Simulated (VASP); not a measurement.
Input of a VASP 6.6.1 run:

INCAR

```
  PREC = Accurate
  ENCUT = 500
  EDIFF = 1E-6
  ISMEAR = 0
  SIGMA = 0.01
  LREAL = F
  LASPH = T
  NELM = 120
  ALGO = Normal
  ISIF = 2
  LWAVE = F
  LCHARG = F
  GGA = PS
  IVDW = 12
  NBANDS = 14
  GGA_COMPAT = F
```

KPOINTS

```
Automatic mesh
0
Gamma
  5 5 5
```

File POSCAR:

```
NaCl
1.0
    0.0000000000      2.8100000000      2.8100000000
    2.8100000000      0.0000000000      2.8100000000
    2.8100000000      2.8100000000      0.0000000000
Na Cl
1 1
Direct
    0.0000000000      0.0000000000      0.0000000000
    0.5000000000      0.5000000000      0.5000000000
```

Potentials or basis: VASP PAW PBE potentials, release 64 (Na_pv, Cl).

Launch:

```sh
$ cat potpaw_PBE.64/Na_pv/POTCAR potpaw_PBE.64/Cl/POTCAR > POTCAR
$ mpirun -np 1 vasp_std > vasp.out
```

Estimate the pressure.

-1.7 GPa.

Estimate the band gap on the k mesh.

4.97 eV, direct.

Estimate the dispersion energy per atom.

-0.194 eV.

Caveat: three body term missing; the PAW data sets were made with another functional, which shifts forces and pressure a little. PBEsol gaps usually lie below the measured ones, often by a third to a half.
